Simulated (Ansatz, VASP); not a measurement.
# Sb: VASP beside Ansatz

```
Sb
1.0
     2.17553    1.27112    3.76096
    -2.12567    1.24962    3.73946
     0.00630   -2.46458    3.73158
Sb
2
Direct
  0.23364 0.23364 0.23364
  0.76636 0.76636 0.76636
```

Change from the starting cell: equal xy, yz and zx shear strains of +1 %, crystal datasets.

Alike in both runs: task electric field gradients; functional PBE; k mesh 9 × 9 × 9; occupations fermi-dirac, width 0.05 eV; no spin polarisation.

|  | VASP | Ansatz |
| --- | --- | --- |
| version | VASP 6.6.1 | Ansatz 0.2.0 |
| potentials or method | VASP PAW PBE potentials, release 64 (Sb), cutoff 520 eV | all-electron PAW with datasets made for the crystal, scalar-relativistic |

|  | VASP | Ansatz | Ansatz less VASP |
| --- | --- | --- | --- |
| pressure (GPa) | 3.2 | 3.1 | -0.07 |
| traceless stress, the component that is largest in VASP (GPa) | -0.62 | -0.62 | +0.003 |
| rms of the force components (eV/Å) | 0.145 | 0.119 | -0.0255 |
| size of Vzz on the site where it differs most (V/Å²) | 46.9 | 51.0 | +4.11 |

Atom by atom the forces differ by 0.026 eV/Å (rms over components). Ansatz ran all-electron here, and VASP with PAW potentials.

Neither program's run includes spin-orbit coupling.
